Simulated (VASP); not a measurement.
# W (Im-3m) in VASP: further runs

The runs below take W through single point, with PBE, r2SCAN.

Program: VASP 6.6.1. These are calculated values, not measurements. Logs are shortened: lines on timing, memory, paths and dates and some standing lists are left out, and cuts for length are marked.

### Step 1. The cell of the first run

The structure is cubic, space group Im-3m (No. 229). The conventional cell has a = 3.185 Å, b = 3.185 Å, c = 3.185 Å, α = 90.00°, β = 90.00°, γ = 90.00°. W (site symmetry m-3m) has 14 W at 2.76 to 3.18 Å within 3.6 Å.

### Step 2. Single point, PBE

INCAR

```
PREC = Accurate
ENCUT = 520
EDIFF = 1E-6
ISMEAR = 0
SIGMA = 0.05
LREAL = False
LASPH = True
NELM = 60
ALGO = Normal
ISIF = 2
LWAVE = False
LCHARG = True
GGA = PE
LELF = True
LVHAR = True
NBANDS = 13
```

KPOINTS

```
regular mesh
0
Gamma
  8 8 8
```

POSCAR

```
W
1.0
   -1.5923787431      1.5923787431      1.5923787431
    1.5923787431     -1.5923787431      1.5923787431
    1.5923787431      1.5923787431     -1.5923787431
W
1
Direct
    0.0000000000      0.0000000000      0.0000000000
```

Potentials or basis: VASP PAW PBE potentials, release 64 (W_sv).

Run with:

```console
$ cat potpaw_PBE.64/W_sv/POTCAR > POTCAR
$ mpirun -np 1 vasp_std > vasp.out
```

OUTCAR:

```text
PREC = Accurate
   ENCUT = 520
   EDIFF = 1E-6
   ISMEAR = 0
   LREAL = False
   LASPH = True
   NELM = 60
   ISIF = 2
   GGA = PE

 ion  position               nearest neighbor table
   1  0.000  0.000  0.000-

  LATTYP: Found a body centered cubic cell.
 ALAT       =     3.1847574862

  Lattice vectors:

 A1 = (  -1.5923787431,   1.5923787431,   1.5923787431)
 A2 = (   1.5923787431,  -1.5923787431,   1.5923787431)
 A3 = (   1.5923787431,   1.5923787431,  -1.5923787431)

Analysis of symmetry for initial positions (statically):
=====================================================================
 Subroutine PRICEL returns:
 Original cell was already a primitive cell.

 Routine SETGRP: Setting up the symmetry group for a
 body centered cubic supercell.

 Subroutine GETGRP returns: Found 48 space group operations
 (whereof 48 operations were pure point group operations)
 out of a pool of 48 trial point group operations.

The static configuration has the point symmetry O_h .

Analysis of symmetry for dynamics (positions and initial velocities):
=====================================================================
 Subroutine PRICEL returns:
 Original cell was already a primitive cell.

 Routine SETGRP: Setting up the symmetry group for a
 body centered cubic supercell.

 Subroutine GETGRP returns: Found 48 space group operations
 (whereof 48 operations were pure point group operations)
 out of a pool of 48 trial point group operations.

The dynamic configuration has the point symmetry O_h .

 Subroutine INISYM returns: Found 48 space group operations
 (whereof 48 operations are pure point group operations),
 and found     1 'primitive' translations

----------------------------------------------------------------------------------------

                                     Primitive cell

  volume of cell :      16.1510

  direct lattice vectors                    reciprocal lattice vectors
    -1.592378743  1.592378743  1.592378743     0.000000000  0.313995651  0.313995651
     1.592378743 -1.592378743  1.592378743     0.313995651  0.000000000  0.313995651
     1.592378743  1.592378743 -1.592378743     0.313995651  0.313995651  0.000000000

  length of vectors
     2.758080888  2.758080888  2.758080888     0.444056908  0.444056908  0.444056908

  position of ions in fractional coordinates (direct lattice)
     0.000000000  0.000000000  0.000000000

  ion indices of the primitive-cell ions
   primitive index   ion index
                 1           1

----------------------------------------------------------------------------------------

 KPOINTS: regular mesh

Automatic generation of k-mesh.
 Grid dimensions read from file:
 generate k-points for:    8    8    8

 Generating k-lattice:

  Cartesian coordinates                     Fractional coordinates (reciprocal lattice)
     0.000000000  0.039249456  0.039249456     0.125000000  0.000000000  0.000000000
     0.039249456  0.000000000  0.039249456     0.000000000  0.125000000  0.000000000
     0.039249456  0.039249456  0.000000000     0.000000000  0.000000000  0.125000000

  Length of vectors
     0.055507114  0.055507114  0.055507114

  Shift w.r.t. Gamma in fractional coordinates (k-lattice)
     0.000000000  0.000000000  0.000000000

 Subroutine IBZKPT returns following result:
 ===========================================

 Found     29 irreducible k-points:

 Following reciprocal coordinates:
            Coordinates               Weight
  0.000000  0.000000  0.000000      1.000000
  0.125000  0.000000  0.000000     12.000000
  0.250000  0.000000  0.000000     12.000000
  0.375000  0.000000  0.000000     12.000000
  0.500000  0.000000  0.000000      6.000000
  0.125000  0.125000  0.000000     24.000000
[... 16 lines left out ...]
 -0.250000  0.250000  0.250000      6.000000
 -0.375000  0.375000  0.250000     24.000000
 [... further k-points ...]
   k-points           NKPTS =     29   k-points in BZ     NKDIM =     29   number of bands    NBANDS=     13
   number of dos      NEDOS =    301   number of ions     NIONS =      1
   total plane-waves  NPLWV =  13824
   dimension x,y,z NGX =    24 NGY =   24 NGZ =   24
   dimension x,y,z NGXF=    48 NGYF=   48 NGZF=   48
   ions per type =               1
   NGX,Y,Z   is equivalent  to a cutoff of  14.47, 14.47, 14.47 a.u.
   NGXF,Y,Z  is equivalent  to a cutoff of  28.93, 28.93, 28.93 a.u.
 SYSTEM =  unknown system
   PREC   = accura    normal or accurate (medium, high low for compatibility)
   ISTART =      0    job   : 0-new  1-cont  2-samecut
   ICHARG =      2    charge: 1-file 2-atom 10-const
   ISPIN  =      1    spin polarized calculation?
   LNONCOLLINEAR =      F non collinear calculations
   LSORBIT =      F    spin-orbit coupling
   LASPH  =      T    aspherical Exc in radial PAW
   ENCUT  =  520.0 eV  38.22 Ry    6.18 a.u.   5.13  5.13  5.13*2*pi/ulx,y,z
   NELM   =     60;   NELMIN=  2; NELMDL= -5     # of ELM steps
   EDIFF  = 0.1E-05   stopping-criterion for ELM
   LREAL  =      F    real-space projection
   EDIFFG = 0.1E-04   stopping-criterion for IOM
   NSW    =      0    number of steps for IOM
   IBRION =     -1    ionic relax: 0-MD 1-quasi-New 2-CG
   NFREE  =      0    steps in history (QN), initial steepest desc. (CG)
   ISIF   =      2    stress and relaxation
   ISYM   =      2    0-nonsym 1-usesym 2-fastsym
   POTIM  = 0.5000    time-step for ionic-motion
   TEBEG  =    0.0;   TEEND  =   0.0 temperature during run
   PSTRESS=    0.0 pullay stress
   NELECT =      14.0000    total number of electrons
   NUPDOWN=      -1.0000    fix difference up-down
   EMIN   =  10.00;   EMAX   =-10.00  energy-range for DOS
   EFERMI =   0.00;   METHOD = LEGACY
   ISMEAR =     0;   SIGMA  =   0.05  broadening in eV -4-tet -1-fermi 0-gaus
   EFERMI_NEDOS =   21; number of points for ismear=-14 and -15
   IALGO  =     38    algorithm
   IMIX   =      4    mixing-type and parameters
     AMIX     =   0.40;   BMIX     =  1.00
     AMIX_MAG =   1.60;   BMIX_MAG =  1.00
  volume/ion in A,a.u.               =      16.15       108.99
  Fermi-wavevector in a.u.,A,eV,Ry     =   1.560934  2.949737 33.150788  2.436514
  Thomas-Fermi vector in A             =   2.664073
   LORBIT       =      0    0 simple, 1 ext, 2 COOP (PROOUT), +10 PAW based schemes
   GGA     = PE    functional components
   LHFCALC =     F    Hartree Fock is set to
   AEXX    =    0.0000 exact exchange contribution
   IVDW    =     0    specifies the selected vdW correction
   LEPSILON=     F    determine dielectric tensor
   LRPA    =     F    only Hartree local field effects (RPA)
 non-spin polarized calculation
 Gauss-broadening in eV      SIGMA  =   0.05
  energy-cutoff  :      520.00
  volume of cell :       16.15
 maximum number of plane-waves:       466
 NGX is ok and might be reduce to    24
   NGX = 11   NGY = 11   NGZ = 11

 number of electron      14.0000002 magnetization

 Free energy of the ion-electron system (eV)
  ---------------------------------------------------
  ext. energy  EPLUGINS =         0.00000000
  ---------------------------------------------------
  free energy    TOTEN  =       -12.95603511 eV

  energy without entropy =      -12.95603511  energy(sigma->0) =      -12.95603511

 E-fermi :  10.9568     XC(G=0): -13.5346

 val. band max:       10.6852439798   @ k =   0.1250   0.0000   0.0000
 cond. band min:      11.2528187464   @ k =  -0.2500   0.2500   0.1250
 fundamental gap:      0.5675747666
 Fermi energy:        10.9568303981

 k-point     1 :       0.0000    0.0000    0.0000
  band No.  band energies     occupation
      1     -63.0301      2.00000
      2     -26.6191      2.00000
      3     -26.6191      2.00000
      4     -26.6191      2.00000
      5       1.6416      2.00000
      6       9.9801      2.00000
      7       9.9801      2.00000
      8       9.9801      2.00000
      9      13.3935      0.00000
     10      13.3935      0.00000
     11      25.6482      0.00000
     12      25.6482      0.00000
     13      25.6482      0.00000

 k-point     2 :       0.1250    0.0000    0.0000
  band No.  band energies     occupation
      1     -63.0122      2.00000
      2     -26.8085      2.00000
      3     -26.6788      2.00000
      4     -26.6199      2.00000
      5       2.3562      2.00000
      6       9.5641      2.00000
      7       9.8366      2.00000
      8      10.6852      2.00000
      9      12.8691      0.00000
     10      13.4097      0.00000
     11      26.1709      0.00000
     12      26.8736      0.00000
     13      27.1794      0.00000

 k-point     3 :       0.2500    0.0000    0.0000
  band No.  band energies     occupation
      1     -62.9687      2.00000
      2     -27.2475      2.00000
      3     -26.8203      2.00000
      4     -26.6221      2.00000
      5       4.0220      2.00000
      6       8.6993      2.00000
      7       9.3600      2.00000
      8      12.6751      0.00000
      9      12.7803      0.00000
     10      13.5783      0.00000
     11      25.8288      0.00000
     12      27.4582      0.00000
     13      30.1143      0.00000
[... 305 lines left out ...]
 k-point    23 :      -0.2500    0.2500    0.2500
  band No.  band energies     occupation
      1     -62.9149      2.00000
      2     -27.2692      2.00000
      3     -27.0374      2.00000
      4     -27.0374      2.00000
      5       6.0017      2.00000
      6       8.4518      2.00000
      7      10.6560      2.00000
      8      10.6560      2.00000
      9      12.5119      0.00000
     10      14.5753      0.00000
     11      25.5300      0.00000
     12      30.3300      0.00000
     13      30.3300      0.00000

 k-point    24 :      -0.3750    0.3750    0.2500
  band No.  band energies     occupation
      1     -62.8766      2.00000
      2     -27.5239      2.00000
      3     -27.1860      2.00000
      4     -27.0723      2.00000
      5       6.7083      2.00000
      6       7.4442      2.00000
      7      10.6627      2.00000
      8      11.4404      0.00000
      9      14.8173      0.00000
     10      15.4459      0.00000
     11      24.6105      0.00000
     12      27.0755      0.00000
     13      28.2568      0.00000

 [... further k-points ...]
[... 5 lines left out ...]
  --------------------------------------------------------------------------------------
  -------------------------------------------------------------------------------------
  Total        0.0503882      0.0503882      0.0503882      0.0000000     -0.0000000      0.0000000
  in kB        4.9985052      4.9985052      4.9985052      0.0000000     -0.0000000      0.0000000
  external PRESSURE =       4.9985052 kB  Pullay stress =       0.0000000 kB

 VOLUME and BASIS-vectors are now :
 -----------------------------------------------------------------------------
  energy-cutoff  :      520.00
  volume of cell :       16.15
      direct lattice vectors                 reciprocal lattice vectors
    -1.592378743  1.592378743  1.592378743     0.000000000  0.313995651  0.313995651
     1.592378743 -1.592378743  1.592378743     0.313995651  0.000000000  0.313995651
     1.592378743  1.592378743 -1.592378743     0.313995651  0.313995651  0.000000000

 POSITION                                       TOTAL-FORCE (eV/Angst)
 -----------------------------------------------------------------------------------
      0.00000      0.00000      0.00000         0.000000      0.000000     -0.000000
 -----------------------------------------------------------------------------------
    total drift:                                0.000000      0.000000     -0.000000

  FREE ENERGIE OF THE ION-ELECTRON SYSTEM (eV)
  ---------------------------------------------------
  free  energy   TOTEN  =       -12.9560351127 eV

  energy  without entropy=      -12.9560351127  energy(sigma->0) =      -12.95603511
```

It took 12 s on 1 thread of Intel Xeon Platinum 8375C at 2.90GHz (Ice Lake), shared host; peak memory 0.14 GiB.

Results:

```
Free energy            : -12.9560 eV
Pressure               : 0.5 GPa
Band gap on the k mesh : zero (band 7 reaches 16.21 eV, above the bottom of band 8 at 9.98 eV)
```

Levels at points of the mesh, in eV from the Fermi level:
```tsv
k point	band 5	band 6	band 7	band 8	band 9	band 10
(0.00, 0.00, 0.00)	-9.32	-0.98	-0.98	-0.98	2.44	2.44
(0.50, 0.00, 0.00)	-5.94	-3.26	0.83	2.32	3.28	6.21
(0.50, 0.50, 0.50)	-5.47	-5.47	5.25	5.25	5.25	8.32
```

Caveat: spin-orbit coupling is left out, which moves the levels of the heavy elements.

### Step 3. Single point, r2SCAN

This run uses another cell than the first one, of 15.63 Å³/atom, 0.968 times its volume.

POSCAR

```
W
1.0
   -1.5752022088      1.5752022088      1.5752022088
    1.5752022088     -1.5752022088      1.5752022088
    1.5752022088      1.5752022088     -1.5752022088
W
1
Direct
    0.0000000000      0.0000000000      0.0000000000
```

INCAR.step1

```
SYSTEM = W
PREC = Accurate
ENCUT = 520
ISMEAR = 0
SIGMA = 0.05
LREAL = .FALSE.
LASPH = .TRUE.
NELM = 100
NBANDS = 13
GGA = PE
ALGO = Normal
EDIFF = 1E-4
LWAVE = .TRUE.
LCHARG = .FALSE.
```

INCAR.step2

```
SYSTEM = W
PREC = Accurate
ENCUT = 520
EDIFF = 1E-6
ISMEAR = 0
SIGMA = 0.05
LREAL = .FALSE.
LASPH = .TRUE.
NELM = 100
ALGO = Normal
ISIF = 2
LWAVE = .FALSE.
LCHARG = .FALSE.
METAGGA = R2SCAN
LMIXTAU = .TRUE.
NBANDS = 13
ISTART = 1
```

KPOINTS

```
Automatic mesh
0
G
  18 18 18
  0 0 0
```

Potentials or basis: VASP PAW PBE potentials, release 64 (W_sv).

Run with:

```console
$ cat potpaw_PBE.64/W_sv/POTCAR > POTCAR
$ cp INCAR.step1 INCAR
$ mpirun -np 1 vasp_std > vasp.out
$ cp INCAR.step2 INCAR
$ mpirun -np 1 vasp_std > vasp.out
```

OUTCAR:

```text
SYSTEM = W
   PREC = Accurate
   ENCUT = 520
   EDIFF = 1E-6
   ISMEAR = 0
   LREAL = .FALSE.
   LASPH = .TRUE.
   NELM = 100
   ISIF = 2
   METAGGA = R2SCAN
   ISTART = 1

 ion  position               nearest neighbor table
   1  0.000  0.000  0.000-

  LATTYP: Found a body centered cubic cell.
 ALAT       =     3.1504044176

  Lattice vectors:

 A1 = (  -1.5752022088,   1.5752022088,   1.5752022088)
 A2 = (   1.5752022088,  -1.5752022088,   1.5752022088)
[... 553 lines left out ...]
      3     -27.9375      2.00000
      4     -27.5075      2.00000
      5       5.2999      2.00000
      6       7.8339      2.00000
      7      10.8001      2.00000
      8      13.7785      0.00000
      9      15.2144      0.00000
     10      18.2559      0.00000
     11      23.2168      0.00000
     12      24.7662      0.00000
     13      29.3079      0.00000

 [... further k-points ...]
[... 5 lines left out ...]
  --------------------------------------------------------------------------------------
  -------------------------------------------------------------------------------------
  Total        0.6783744      0.6783744      0.6783744     -0.0000000      0.0000000     -0.0000000
  in kB       69.5202147     69.5202147     69.5202147     -0.0000000      0.0000000     -0.0000000
  external PRESSURE =      69.5202147 kB  Pullay stress =       0.0000000 kB

 VOLUME and BASIS-vectors are now :
 -----------------------------------------------------------------------------
  energy-cutoff  :      520.00
  volume of cell :       15.63
      direct lattice vectors                 reciprocal lattice vectors
    -1.575202209  1.575202209  1.575202209     0.000000000  0.317419565  0.317419565
     1.575202209 -1.575202209  1.575202209     0.317419565  0.000000000  0.317419565
     1.575202209  1.575202209 -1.575202209     0.317419565  0.317419565  0.000000000

 POSITION                                       TOTAL-FORCE (eV/Angst)
 -----------------------------------------------------------------------------------
      0.00000      0.00000      0.00000         0.000000     -0.000000      0.000000
 -----------------------------------------------------------------------------------
    total drift:                                0.000000      0.000000      0.000000

  FREE ENERGIE OF THE ION-ELECTRON SYSTEM (eV)
  ---------------------------------------------------
  free  energy   TOTEN  =       -51.3391373088 eV

  energy  without entropy=      -51.3380551315  energy(sigma->0) =      -51.33859622
```

OUTCAR.step1:

```text
SYSTEM = W
   PREC = Accurate
   ENCUT = 520
   ISMEAR = 0
   LREAL = .FALSE.
   LASPH = .TRUE.
[... 600 lines left out ...]
 POSITION                                       TOTAL-FORCE (eV/Angst)
 -----------------------------------------------------------------------------------
      0.00000      0.00000      0.00000        -0.000000      0.000000      0.000000
 -----------------------------------------------------------------------------------
    total drift:                                0.000000      0.000000      0.000000

  FREE ENERGIE OF THE ION-ELECTRON SYSTEM (eV)
  ---------------------------------------------------
  free  energy   TOTEN  =       -12.9322520764 eV

  energy  without entropy=      -12.9313448920  energy(sigma->0) =      -12.93179848
```

Wall time 99 s (1 thread of Intel Xeon Platinum 8375C at 2.90GHz (Ice Lake), shared host); peak memory 0.15 GiB.

What came out:

```yaml
Free_energy: -51.3391 eV
Pressure: 7.0 GPa
Band_gap_on_the_k_mesh: zero (band 7 reaches 16.94 eV, above the bottom of band 8 at 10.19 eV)
```

Levels at points of the mesh, in eV from the Fermi level:
```
           k point  band 5  band 6  band 7  band 8  band 9  band 10
(0.00, 0.00, 0.00)  -10.20   -1.30   -1.30   -1.30    2.61     2.61
(0.50, 0.00, 0.00)   -6.65   -3.81    0.59    2.45    3.52     6.48
(0.50, 0.50, 0.50)   -6.13   -6.13    5.45    5.45    5.45     8.67
```

Caveat: the PAW data sets were made with another functional, which shifts forces and pressure a little; spin-orbit coupling is left out, which moves the levels of the heavy elements.

### Step 4. Single point, r2SCAN

This run uses another cell than the first one, of 15.90 Å³/atom, 0.985 times its volume.

POSCAR

```
W
1.0
   -1.5841318500      1.5841318500      1.5841318500
    1.5841318500     -1.5841318500      1.5841318500
    1.5841318500      1.5841318500     -1.5841318500
W
1
Direct
    0.0000000000      0.0000000000      0.0000000000
```

INCAR.step1

```
SYSTEM = W
ALGO = Normal
EDIFF = 1E-4
ENCUT = 520
GGA = PE
ISMEAR = 0
LASPH = .True.
LCHARG = .False.
LREAL = .False.
LWAVE = .True.
NBANDS = 13
NELM = 100
PREC = Accurate
SIGMA = 0.05
```

INCAR.step2

```
SYSTEM = W
ALGO = Normal
EDIFF = 1E-6
ENCUT = 520
ISIF = 2
ISMEAR = 0
ISTART = 1
LASPH = .True.
LCHARG = .True.
LELF = .True.
LMIXTAU = .True.
LREAL = .False.
LVHAR = .True.
LWAVE = .False.
METAGGA = R2SCAN
NBANDS = 13
NELM = 100
PREC = Accurate
SIGMA = 0.05
```

KPOINTS

```
k-points
0
Gamma
  18 18 18
  0 0 0
```

Run with:

```console
$ cat potpaw_PBE.64/W_sv/POTCAR > POTCAR
$ cp INCAR.step1 INCAR
$ mpirun -np 1 vasp_std > vasp.out
$ cp INCAR.step2 INCAR
$ mpirun -np 1 vasp_std > vasp.out
```

Wall time 2.4 min (1 thread of Intel Xeon Platinum 8375C at 2.90GHz (Ice Lake), shared host); peak memory 0.15 GiB.

Results (log left out):

```
Free energy            : -51.3461 eV
Pressure               : 1.2 GPa
Band gap on the k mesh : zero (band 7 reaches 16.56 eV, above the bottom of band 8 at 9.97 eV)
```

Levels at points of the mesh, in eV from the Fermi level:
```csv
k point,band 4,band 5,band 6,band 7,band 8,band 9,band 10,band 11
"(0.00, 0.00, 0.00)",-38.97,-10.11,-1.27,-1.27,-1.27,2.57,2.57,15.26
"(0.50, 0.00, 0.00)",-38.98,-6.53,-3.73,0.52,2.40,3.45,6.32,11.62
"(0.50, 0.50, 0.50)",-39.92,-5.99,-5.99,5.32,5.32,5.32,8.53,8.53
```

Caveat: the PAW data sets were made with another functional, which shifts forces and pressure a little; spin-orbit coupling is left out, which moves the levels of the heavy elements.

### Step 5. Summary

| level | cell | k mesh | gap on the mesh (eV) | pressure (GPa) |
| --- | --- | --- | --- | --- |
| PBE | a = 2.758 Å, angles 109.5°, 1 atom | 8 × 8 × 8 | none | 0.5 |
| r2SCAN | a = 2.728 Å, angles 109.5°, 1 atom | 18 × 18 × 18 | none | 7.0 |
| r2SCAN | a = 2.744 Å, angles 109.5°, 1 atom | 18 × 18 × 18 | none | 1.2 |

Alike in all rows: task single point; potentials or basis VASP PAW PBE potentials, release 64 (W_sv); no spin polarisation; cutoff (eV) 520; smearing gaussian 0.05 eV.

Caveats: spin-orbit coupling is left out, which moves the levels of the heavy elements; the PAW data sets were made with another functional, which shifts forces and pressure a little (some runs).

Total energies depend on the potentials used, so only differences within one code and one set of settings carry meaning.
